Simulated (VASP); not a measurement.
# Eu (Im-3m) in VASP: further runs

The runs below take Eu through single point, relaxation of cell and atoms, with LDA.

All numbers are computed with VASP 6.6.1; they aren't measurements. Logs are shortened: lines on timing, memory, paths and dates and some standing lists are left out, and cuts for length are marked.

## Step 1: The cell of the first run

It takes space group Im-3m (No. 229, cubic). Conventional cell: a = 4.109 Å, b = 4.109 Å, c = 4.109 Å, α = 90.00°, β = 90.00°, γ = 90.00°. Eu (site symmetry m-3m) has 14 Eu at 3.56 to 4.11 Å within 4.7 Å.

## Step 2: Single point, LDA, collinear spin, ferromagnetic start

The input, INCAR:

```
SYSTEM = Eu
PREC = Accurate
ENCUT = 520
EDIFF = 1E-7
ISMEAR = -1
SIGMA = 0.05
LREAL = .FALSE.
LASPH = .TRUE.
NELM = 150
ALGO = Normal
ISIF = 2
LWAVE = .FALSE.
LCHARG = .FALSE.
ISPIN = 2
MAGMOM = 6.925
LORBIT = 11
LMAXMIX = 6
GGA = CA
NBANDS = 18
```

The input, KPOINTS:

```
regular mesh
0
G
  16 16 16
  0 0 0
```

The input, POSCAR:

```
Eu
1.0
   -2.0544259245      2.0544259245      2.0544259245
    2.0544259245     -2.0544259245      2.0544259245
    2.0544259245      2.0544259245     -2.0544259245
Eu
1
Direct
    0.0000000000      0.0000000000      0.0000000000
```

Potentials or basis: VASP PAW PBE potentials, release 64 (Eu).

The run is started by

```sh
$ cat potpaw_PBE.64/Eu/POTCAR > POTCAR
$ mpirun -np 1 vasp_std > vasp.out
```

OUTCAR:

```text
SYSTEM = Eu
   PREC = Accurate
   ENCUT = 520
   EDIFF = 1E-7
   ISMEAR = -1
   LREAL = .FALSE.
   LASPH = .TRUE.
   NELM = 150
   ISIF = 2
   ISPIN = 2
   LORBIT = 11
   GGA = CA

 ion  position               nearest neighbor table
   1  0.000  0.000  0.000-

  LATTYP: Found a body centered cubic cell.
 ALAT       =     4.1088518490

  Lattice vectors:

 A1 = (  -2.0544259245,   2.0544259245,   2.0544259245)
 A2 = (   2.0544259245,  -2.0544259245,   2.0544259245)
 A3 = (   2.0544259245,   2.0544259245,  -2.0544259245)

Analysis of symmetry for initial positions (statically):
=====================================================================
 Subroutine PRICEL returns:
 Original cell was already a primitive cell.

 Routine SETGRP: Setting up the symmetry group for a
 body centered cubic supercell.

 Subroutine GETGRP returns: Found 48 space group operations
 (whereof 48 operations were pure point group operations)
 out of a pool of 48 trial point group operations.

The static configuration has the point symmetry O_h .

Analysis of symmetry for dynamics (positions and initial velocities):
=====================================================================
 Subroutine PRICEL returns:
 Original cell was already a primitive cell.

 Routine SETGRP: Setting up the symmetry group for a
 body centered cubic supercell.

 Subroutine GETGRP returns: Found 48 space group operations
 (whereof 48 operations were pure point group operations)
 out of a pool of 48 trial point group operations.

The dynamic configuration has the point symmetry O_h .

Analysis of structural, dynamic, and magnetic symmetry:
=====================================================================
 Subroutine PRICEL returns:
 Original cell was already a primitive cell.

 Routine SETGRP: Setting up the symmetry group for a
 body centered cubic supercell.

 Subroutine GETGRP returns: Found 48 space group operations
 (whereof 48 operations were pure point group operations)
 out of a pool of 48 trial point group operations.

The overall configuration has the point symmetry O_h .

 Subroutine INISYM returns: Found 48 space group operations
 (whereof 48 operations are pure point group operations),
 and found     1 'primitive' translations

----------------------------------------------------------------------------------------

                                     Primitive cell

  volume of cell :      34.6842

  direct lattice vectors                    reciprocal lattice vectors
    -2.054425924  2.054425924  2.054425924     0.000000000  0.243376991  0.243376991
     2.054425924 -2.054425924  2.054425924     0.243376991  0.000000000  0.243376991
[... 100 lines left out ...]
   IALGO  =     38    algorithm
   IMIX   =      4    mixing-type and parameters
     AMIX     =   0.40;   BMIX     =  1.00
     AMIX_MAG =   1.60;   BMIX_MAG =  1.00
  volume/ion in A,a.u.               =      34.68       234.06
  Fermi-wavevector in a.u.,A,eV,Ry     =   1.290765  2.439193 22.668331  1.666075
  Thomas-Fermi vector in A             =   2.422577
   LORBIT       =     11    0 simple, 1 ext, 2 COOP (PROOUT), +10 PAW based schemes
   GGA     = CA    functional components
   LHFCALC =     F    Hartree Fock is set to
   AEXX    =    0.0000 exact exchange contribution
   IVDW    =     0    specifies the selected vdW correction
   LEPSILON=     F    determine dielectric tensor
   LRPA    =     F    only Hartree local field effects (RPA)
 spin polarized calculation
  energy-cutoff  :      520.00
  volume of cell :       34.68
 maximum number of plane-waves:       959
   NGX = 13   NGY = 13   NGZ = 13

 number of electron      17.0000002 magnetization       7.1319137

 Free energy of the ion-electron system (eV)
  ---------------------------------------------------
  ext. energy  EPLUGINS =         0.00000000
  ---------------------------------------------------
  free energy    TOTEN  =       -11.41252381 eV

  energy without entropy =      -11.40154194  energy(sigma->0) =      -11.40703288

 E-fermi :   2.5573     XC(G=0):  -9.9424

 val. band max:        2.5360403677   @ k =  -0.3750  -0.3750   0.0625
 cond. band min:       2.5578566828   @ k =  -0.4375  -0.4375   0.1875
 fundamental gap:      0.0218163151
 Fermi energy:         2.5573307859

 spin component 1

 k-point     1 :       0.0000    0.0000    0.0000
  band No.  band energies     occupation
      1     -38.6625      1.00000
      2     -17.1572      1.00000
      3     -17.1572      1.00000
      4     -17.1572      1.00000
      5      -1.9277      1.00000
      6       1.9878      0.99999
[... 493 lines left out ...]
     17       8.5554      0.00000
     18      11.9576      0.00000

 [... further k-points ...]

 spin component 2

 k-point     1 :       0.0000    0.0000    0.0000
  band No.  band energies     occupation
      1     -35.8696      1.00000
      2     -14.9791      1.00000
      3     -14.9791      1.00000
      4     -14.9791      1.00000
      5      -1.2472      1.00000
      6       5.4460      0.00000
[... 493 lines left out ...]
     17       9.8471      0.00000
     18      13.0957      0.00000

 [... further k-points ...]

------------------------ aborting loop because EDIFF is reached ----------------------------------------

  FORCE on cell =-STRESS in cart. coord.  units (eV):
  Direction    XX          YY          ZZ          XY          YZ          ZX
  --------------------------------------------------------------------------------------
  -------------------------------------------------------------------------------------
  Total       -0.0760587     -0.0760587     -0.0760587      0.0000000      0.0000000      0.0000000
  in kB       -3.5134054     -3.5134054     -3.5134054      0.0000000      0.0000000      0.0000000
  external PRESSURE =      -3.5134054 kB  Pullay stress =       0.0000000 kB

 VOLUME and BASIS-vectors are now :
 -----------------------------------------------------------------------------
  energy-cutoff  :      520.00
  volume of cell :       34.68
      direct lattice vectors                 reciprocal lattice vectors
    -2.054425924  2.054425924  2.054425924     0.000000000  0.243376991  0.243376991
     2.054425924 -2.054425924  2.054425924     0.243376991  0.000000000  0.243376991
     2.054425924  2.054425924 -2.054425924     0.243376991  0.243376991  0.000000000

 POSITION                                       TOTAL-FORCE (eV/Angst)
 -----------------------------------------------------------------------------------
      0.00000      0.00000      0.00000         0.000000      0.000000      0.000000
 -----------------------------------------------------------------------------------
    total drift:                                0.000000     -0.000000     -0.000000

  FREE ENERGIE OF THE ION-ELECTRON SYSTEM (eV)
  ---------------------------------------------------
  free  energy   TOTEN  =       -11.4125238083 eV

  energy  without entropy=      -11.4015419421  energy(sigma->0) =      -11.40703288

 total charge

# of ion       s       p       d       f       tot
--------------------------------------------------
    1        2.093   5.640   0.401   6.585  14.719

 magnetization (x)

# of ion       s       p       d       f       tot
--------------------------------------------------
    1        0.002  -0.069   0.130   6.578   6.640
```

OSZICAR:

```text
N       E                     dE             d eps       ncg     rms          rms(c)
DAV:   1     0.946735082103E+02    0.94674E+02   -0.63327E+03 13046   0.414E+03
DAV:   2     0.445969177203E+01   -0.90214E+02   -0.80004E+02 13110   0.281E+02
[... 11 lines left out ...]
DAV:  14    -0.114125600327E+02   -0.18095E-04   -0.13158E-04 17276   0.506E-02    0.205E-01
DAV:  15    -0.114125557788E+02    0.42539E-05   -0.15848E-05 18860   0.327E-02    0.121E-01
DAV:  16    -0.114125260187E+02    0.29760E-04   -0.39708E-05 13470   0.135E-01    0.351E-02
DAV:  17    -0.114125240709E+02    0.19478E-05   -0.50541E-06 18722   0.388E-02    0.132E-02
DAV:  18    -0.114125239164E+02    0.15451E-06   -0.34331E-07 18150   0.815E-03    0.862E-03
DAV:  19    -0.114125238018E+02    0.11453E-06   -0.21582E-07  9260   0.959E-03    0.112E-03
DAV:  20    -0.114125238083E+02   -0.64897E-08   -0.59137E-08  7002   0.457E-03
   1 F= -.11412524E+02 E0= -.11407033E+02  d E =-.109819E-01  mag=     7.1319
```

stdout:

```text
POSCAR found type information on POSCAR Eu
 POSCAR found :  1 types and       1 ions
 scaLAPACK will be used
 -----------------------------------------------------------------------------
|                                                                             |
|                                                                             |
|     You enforced a specific xc type in the INCAR file but a different       |
|     I HOPE YOU KNOW WHAT YOU ARE DOING!                                     |
|                                                                             |
 -----------------------------------------------------------------------------

 LDA part: xc-table for (Slater(with rela. corr.)+CA(PZ))
 , standard interpolation
 POSCAR, INCAR and KPOINTS ok, starting setup
 FFT: planning ... GRIDC
 FFT: planning ... GRID_SOFT
 FFT: planning ... GRID
 WAVECAR not read
 entering main loop
```

Wall time 3.4 min (1 thread of Intel Xeon Platinum 8259CL at 2.50GHz (Skylake/Cascade Lake), shared host); peak memory 0.28 GiB.

What came out:

| Property | Result |
| --- | --- |
| Free energy | -11.4125 eV |
| Pressure | -0.4 GPa |
| Net moment | 7.13 μB per cell |
| Site moments | Eu +6.64 μB |
| Valence electrons inside the program's atomic spheres | Eu 14.72 |

Caveat: the PAW data sets were made with another functional, which shifts forces and pressure a little; spin-orbit coupling is left out, which moves the levels of the heavy elements; semilocal functionals describe open f shells poorly, which spoils levels, moments and volumes. The state reached can hang on the start; a lower one may exist.

## Step 3: Relaxation of cell and atoms, LDA, collinear spin, ferromagnetic start

This run uses another cell than the first one, of 47.13 Å³/atom.

The input, INCAR:

```
ALGO     = Normal         # electronic algorithm
EDIFF    = 1E-7           # SCF threshold, eV
EDIFFG   = -0.01          # ionic threshold
ENCUT    = 600            # plane-wave cutoff, eV
GGA      = CA             # functional
IBRION   = 2              # ionic algorithm
ISIF     = 3              # what is computed and relaxed
ISMEAR   = -1             # smearing method
ISPIN    = 2              # spin polarisation
LASPH    = True           # aspherical terms in the spheres
LCHARG   = False          # write CHGCAR
LMAXMIX  = 6              # l up to which the mixer works
LORBIT   = 11             # projections on sites
LREAL    = False          # projectors in reciprocal space
LWAVE    = False          # write WAVECAR
MAGMOM   = 7              # initial moments
NELM     = 150            # most SCF steps
NSW      = 80             # ionic steps
PREC     = Accurate       # precision mode
SIGMA    = 0.05           # smearing width, eV
```

The input, KPOINTS:

```
k-points
0
Gamma
  10 10 10
```

The input, POSCAR:

```
Eu
1.0
   -2.2755000000      2.2755000000      2.2755000000
    2.2755000000     -2.2755000000      2.2755000000
    2.2755000000      2.2755000000     -2.2755000000
Eu
1
Direct
    0.0000000000      0.0000000000      0.0000000000
```

Potentials or basis: VASP PAW PBE potentials, release 64 (Eu).

The run is started by

```sh
$ cat potpaw_PBE.64/Eu/POTCAR > POTCAR
$ mpirun -np 1 vasp_std > vasp.out
```

OUTCAR:

```text
EDIFF = 1E-7
   EDIFFG = -0.01
   ENCUT = 600
   GGA = CA
   IBRION = 2
   ISIF = 3
   ISMEAR = -1
   ISPIN = 2
   LASPH = True
   LORBIT = 11
   LREAL = False
   NELM = 150
   NSW = 80
   PREC = Accurate

 ion  position               nearest neighbor table
   1  0.000  0.000  0.000-

  LATTYP: Found a body centered cubic cell.
 ALAT       =     4.5510000000

  Lattice vectors:

 A1 = (  -2.2755000000,   2.2755000000,   2.2755000000)
 A2 = (   2.2755000000,  -2.2755000000,   2.2755000000)
 A3 = (   2.2755000000,   2.2755000000,  -2.2755000000)

Analysis of symmetry for initial positions (statically):
=====================================================================
 Subroutine PRICEL returns:
 Original cell was already a primitive cell.

 Routine SETGRP: Setting up the symmetry group for a
 body centered cubic supercell.

 Subroutine GETGRP returns: Found 48 space group operations
 (whereof 48 operations were pure point group operations)
 out of a pool of 48 trial point group operations.

The static configuration has the point symmetry O_h .

Analysis of symmetry for dynamics (positions and initial velocities):
=====================================================================
 Subroutine PRICEL returns:
 Original cell was already a primitive cell.

 Routine SETGRP: Setting up the symmetry group for a
 body centered cubic supercell.

 Subroutine GETGRP returns: Found 48 space group operations
 (whereof 48 operations were pure point group operations)
 out of a pool of 48 trial point group operations.

The dynamic configuration has the point symmetry O_h .

Analysis of structural, dynamic, and magnetic symmetry:
=====================================================================
 Subroutine PRICEL returns:
 Original cell was already a primitive cell.

 Routine SETGRP: Setting up the symmetry group for a
 body centered cubic supercell.

 Subroutine GETGRP returns: Found 48 space group operations
 (whereof 48 operations were pure point group operations)
 out of a pool of 48 trial point group operations.
[... 134 lines left out ...]
 maximum number of plane-waves:      1585
   NGX = 15   NGY = 15   NGZ = 15

--------------------------------------- Ionic step        1  -------------------------------------------

 number of electron      16.9999996 magnetization       7.2392421

 Free energy of the ion-electron system (eV)
  ---------------------------------------------------
  ext. energy  EPLUGINS =         0.00000000
  ---------------------------------------------------
  free energy    TOTEN  =       -11.22575320 eV

  energy without entropy =      -11.21212314  energy(sigma->0) =      -11.21893817

------------------------ aborting loop because EDIFF is reached ----------------------------------------

  FORCE on cell =-STRESS in cart. coord.  units (eV):
  Direction    XX          YY          ZZ          XY          YZ          ZX
  --------------------------------------------------------------------------------------
  -------------------------------------------------------------------------------------
  Total       -1.0731188     -1.0731188     -1.0731188      0.0000000      0.0000000     -0.0000000
  in kB      -36.4810950    -36.4810950    -36.4810950      0.0000000      0.0000000     -0.0000000
  external PRESSURE =     -36.4810950 kB  Pullay stress =       0.0000000 kB
[... 57 lines left out ...]
--------------------------------------- Ionic step        3  -------------------------------------------

 number of electron      16.9999998 magnetization       7.1496726

 E-fermi :   2.4759     XC(G=0):  -9.8446

 val. band max:        2.4714645991   @ k =   0.3000   0.2000   0.2000
 cond. band min:       2.4990339168   @ k =  -0.4000   0.4000   0.3000
 fundamental gap:      0.0275693176
 Fermi energy:         2.4758908267

 spin component 1

 k-point     1 :       0.0000    0.0000    0.0000
  band No.  band energies     occupation
      1     -38.7614      1.00000
      2     -17.2849      1.00000
      3     -17.2849      1.00000
      4     -17.2849      1.00000
      5      -2.0015      1.00000
      6       1.9110      0.99999
[... 976 lines left out ...]
--------------------------------------- Ionic step        5  -------------------------------------------

 number of electron      17.0000000 magnetization       7.1356570

 Free energy of the ion-electron system (eV)
  ---------------------------------------------------
  ext. energy  EPLUGINS =         0.00000000
  ---------------------------------------------------
  free energy    TOTEN  =       -11.41501650 eV

  energy without entropy =      -11.40238035  energy(sigma->0) =      -11.40869842

 E-fermi :   2.6230     XC(G=0): -10.0022

 val. band max:        2.6149532472   @ k =  -0.4000   0.4000   0.3000
 cond. band min:       2.6386260280   @ k =   0.5000   0.5000   0.3000
 fundamental gap:      0.0236727808
 Fermi energy:         2.6230129670

 spin component 1

 k-point     1 :       0.0000    0.0000    0.0000
  band No.  band energies     occupation
      1     -38.5983      1.00000
      2     -17.0762      1.00000
      3     -17.0762      1.00000
      4     -17.0762      1.00000
      5      -1.8846      1.00000
      6       2.0405      0.99999
[... 935 lines left out ...]
  FREE ENERGIE OF THE ION-ELECTRON SYSTEM (eV)
  ---------------------------------------------------
  free  energy   TOTEN  =       -11.4150164972 eV

  energy  without entropy=      -11.4023803464  energy(sigma->0) =      -11.40869842

 reached required accuracy - stopping structural energy minimisation

 total charge

# of ion       s       p       d       f       tot
--------------------------------------------------
    1        2.094   5.640   0.408   6.581  14.724

 magnetization (x)

# of ion       s       p       d       f       tot
--------------------------------------------------
    1        0.002  -0.068   0.133   6.573   6.641
```

It took 10 min on 1 thread of Intel Xeon Platinum 8259CL at 2.50GHz (Skylake/Cascade Lake), shared host; peak memory 0.24 GiB.

What came out:

| Property | Result |
| --- | --- |
| Free energy | -11.4150 eV |
| Relaxed volume | 34.22 Å³/atom |
| Relaxed cell | a = 3.543 Å, b = 3.543 Å, c = 3.543 Å, α = 109.47°, β = 109.47°, γ = 109.47° |
| Space group after relaxing (to 0.1 Å) | Im-3m (No. 229) |
| Energy gained by relaxing | 189.3 meV/atom |
| Ionic steps | 5 |
| Pressure after relaxing | 0.0 GPa |
| Net moment | 7.14 μB per cell |
| Site moments | Eu +6.64 μB |
| Valence electrons inside the program's atomic spheres | Eu 14.72 |

Step by step:
| step | energy change (eV) | largest force (eV/Å) | pressure (GPa) | volume (Å³) |
| --- | --- | --- | --- | --- |
| 1 | 0.0000 | 0.0000 | -3.65 | 47.13 |
| 2 | -0.1374 | 0.0000 | -2.49 | 40.18 |
| 3 | -0.1866 | 0.0000 | -0.69 | 35.45 |
| 4 | -0.1892 | 0.0000 | 0.14 | 33.98 |
| 5 | -0.1893 | 0.0000 | 0.00 | 34.22 |

Final structure:
```
Eu
1.0
    -2.04532    2.04532    2.04532
     2.04532   -2.04532    2.04532
     2.04532    2.04532   -2.04532
Eu
1
Cartesian
  0.0000 0.0000 0.0000
```

Caveat: the volume moved by over 15 % at a fixed basis, so the end points are rough; the PAW data sets were made with another functional, which shifts forces and pressure a little; spin-orbit coupling is left out, which moves the levels of the heavy elements; semilocal functionals describe open f shells poorly, which spoils levels, moments and volumes. LDA usually gives volumes a few per cent too small.
